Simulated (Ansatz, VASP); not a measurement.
# La2O3: VASP beside Ansatz

The input POSCAR:

```
La2O3
1.0
    3.9307778800      0.0000000000      0.0000000000
   -1.9653889400      3.4041535000      0.0000000000
    0.0000000000      0.0000000000      6.1119535200
La O
2 3
Direct
    0.6666666698      0.3333333294      0.7537643202
    0.3333333302      0.6666666706      0.2462356798
    0.6666666698      0.3333333294      0.3541093503
    0.3333333302      0.6666666706      0.6458906497
    0.0000000000      0.0000000000      0.0000000000
```

Contents of INCAR.step1:

```
  PREC = Accurate
  ENCUT = 600
  ISMEAR = 0
  SIGMA = 0.01
  LREAL = F
  LASPH = T
  NELM = 100
  GGA = PE
  ALGO = Normal
  EDIFF = 1E-4
  LWAVE = T
  LCHARG = F
```

Contents of INCAR.step2:

```
  PREC = Accurate
  ENCUT = 600
  EDIFF = 1E-6
  ISMEAR = 0
  SIGMA = 0.01
  LREAL = F
  LASPH = T
  NELM = 100
  ALGO = Normal
  ISIF = 3
  LWAVE = F
  LCHARG = F
  METAGGA = R2SCAN
  LMIXTAU = T
  LUSE_VDW = T
  IVDW_NL = 2
  BPARAM = 11.95
  CPARAM = 0.0093
  IBRION = 2
  NSW = 80
  EDIFFG = -0.01
  ISTART = 1
```

Contents of KPOINTS:

```
Automatic mesh
0
Gamma
  6 6 4
```

Input for Ansatz:

```yaml
crystal:
  lattice:
    - [3.93077788, 0.0, 0.0]
    - [-1.96538894, 3.4041535, 0.0]
    - [0.0, 0.0, 6.11195352]
  atoms:
    - { symbol: La, position: [0.6666666697963263, 0.33333332941654953, 0.7537643201841627] }
    - { symbol: La, position: [0.3333333302036738, 0.6666666705834504, 0.24623567981583733] }
    - { symbol: O, position: [0.6666666697963263, 0.33333332941654953, 0.3541093502949283] }
    - { symbol: O, position: [0.3333333302036738, 0.6666666705834504, 0.6458906497050717] }
    - { symbol: O, position: [0.0, 0.0, 0.0] }
kpoints:
  mp_grid:
    grid: [6, 6, 4]
hamiltonian:
  xc: r2scan
  dispersion: rvv10
scf:
  occupations:
    method: fixed
relax:
  max_steps: 60
  cell: {}
```

Alike in both runs: task relaxation of cell and atoms; functional r2SCAN; dispersion rVV10; k mesh 6 × 6 × 4; no spin polarisation.

|  | VASP | Ansatz |
| --- | --- | --- |
| version | VASP 6.6.1 | Ansatz 0.2.0 |
| potentials or method | VASP PAW PBE potentials, release 64 (La, O) | plane waves, PAW |
| plane-wave cutoff (eV) | 600 | 500 |
| occupations | gaussian, width 0.01 eV | fixed |
| valence electrons in the cell | 40 | 40 |

VASP gave:

- relaxed volume (Å³/atom): 16.20
- relaxed cell length with the largest relative difference (Å): 6.069

Problem. Which values does Ansatz return?

Solution. Relaxed volume (Å³/atom): 16.24; relaxed cell length with the largest relative difference (Å): 6.074.

VASP's potentials were made for PBE, not for r2SCAN.

Neither program's run includes spin-orbit coupling.
